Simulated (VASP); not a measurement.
Runs of VASP 6.6.1 on Pd. The structure is that of space group Im-3m (No. 229), or close to it. The cells are those of the table. This isn't the form of Pd at room conditions, which is fcc.

```csv
cell,gap on the mesh (eV),pressure (GPa)
"a = 3.084 Å, 2 atoms",none,(c)
"a = 3.066, b = 3.066, c = 3.114 Å, 2 atoms",none,0.0
"a = 3.048, b = 3.048, c = 3.145 Å, 2 atoms",none,(a)
"a = 3.091, b = 3.091, c = 3.053 Å, 2 atoms",none,0.8
"a = 3.076, b = 3.076, c = 3.114 Å, 2 atoms",none,-1.2
"a = 3.136, b = 3.136, c = 2.991 Å, 2 atoms",none,(b)
"a = 3.032, b = 3.032, c = 3.176 Å, 2 atoms",none,0.5
"a = 3.068, b = 3.068, c = 3.145 Å, 2 atoms",none,(d)
"a = 3.107, b = 3.107, c = 2.991 Å, 2 atoms",none,2.9
"a = 3.102, b = 3.102, c = 3.053 Å, 2 atoms",none,-0.7
"a = 3.099, b = 3.099, c = 3.022 Å, 2 atoms",none,1.8
"a = 3.119, b = 3.119, c = 3.022 Å, 2 atoms",none,-0.8
```

Alike in all rows: task single point; level PBEsol; potentials or basis VASP PAW PBE potentials, release 64 (Pd); no spin polarisation; k mesh 14 × 14 × 14; cutoff (eV) 520; smearing gaussian 0.1 eV.

**Question.** Estimate the missing entries.

**Answer.** (a) 0.3; (b) -0.9; (c) -0.2; (d) -2.1.

Caveats: the PAW data sets were made with another functional, which shifts forces and pressure a little.

A k mesh can miss the band edges, and the runs leave out spin-orbit coupling on Pd.

A gap of «none» marks levels without a gap at the run's occupations.
